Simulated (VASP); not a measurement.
Input of a VASP 6.6.1 run:

File INCAR:

```
SYSTEM = SnSe2
PREC = Accurate
ENCUT = 520
EDIFF = 1E-7
ISMEAR = 0
SIGMA = 0.05
LREAL = .False.
LASPH = .True.
NELM = 100
ALGO = Normal
ISIF = 2
LWAVE = .False.
LCHARG = .False.
GGA = PS
NBANDS = 20
```

Contents of KPOINTS:

```
regular mesh
0
Gamma
  12 12 6
  0 0 0
```

File POSCAR:

```
SnSe2
1.0
    3.8109987816      0.0000000000      0.0000000000
   -1.9054993908      3.3004217586      0.0000000000
    0.0000000000      0.0000000000      6.1370000000
Sn Se
1 2
Direct
    0.0000000000      0.0000000000      0.0000000000
    0.3007130435      0.6014260869      0.2255347826
    0.6340463768      0.2680927536      0.7255347826
```

Potentials or basis: VASP PAW PBE potentials, release 64 (Sn_d, Se).

Command:

```bash
$ cat potpaw_PBE.64/Sn_d/POTCAR potpaw_PBE.64/Se/POTCAR > POTCAR
$ mpirun -np 1 vasp_std > vasp.out
```

**Question.** Estimate the largest force.

**Answer.** 3.167 eV/Å.

**Question.** Predict the pressure.

**Answer.** 4.2 GPa.

Stress tensor (GPa, compression positive):
```
1.38 0.00 0.00
0.00 6.44 3.53
0.00 3.53 4.83
```

Caveat: the cell differs from its parent crystal (all Se atoms moved +0.263 Å, as atom 2 towards its neighbour atom 1 (Sn) at 2.682 Å); the cell stands under pressure; the PAW data sets were made with another functional, which shifts forces and pressure a little; this functional lacks dispersion, which binds the layers, so the pressure and a relaxed spacing across them are unreliable.
